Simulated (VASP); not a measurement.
Al, 1 atom in the cell. It takes space group Fm-3m (No. 225, cubic). The conventional cell has a = 4.020 Å, b = 4.020 Å, c = 4.020 Å, α = 90.00°, β = 90.00°, γ = 90.00°. Al (site symmetry m-3m) has 12 Al at 2.84 Å within 3.7 Å. 

| Item | Value |
| --- | --- |
| Program | VASP 6.6.1 |
| Task | single point |
| Functional | PBE |
| Dispersion | D3(BJ) |
| Potentials or basis | VASP PAW PBE potentials, release 64 (Al) |
| Cutoff | 500 eV |
| k mesh | 8 × 8 × 8 |
| Occupations | gaussian, width 0.1 eV |
| Spin | no spin polarisation |
| Dipole correction | no |
| Further INCAR settings | ALGO = Normal; EDIFF = 1e-06; NBANDS = 8 |

Potentials or basis: VASP PAW PBE potentials, release 64 (Al).

The run is started by

```bash
$ cat potpaw_PBE.64/Al/POTCAR > POTCAR
$ mpirun -np 1 vasp_std > vasp.out
```

Hardware: 1 thread of AMD EPYC 7R13, on a shared host.

Q: Estimate the wall time of this run.

A: Wall time 10 s on 1 thread of AMD EPYC 7R13, on a shared host, peak memory 0.11 GiB. Counts: scf iterations 10, k points 29.
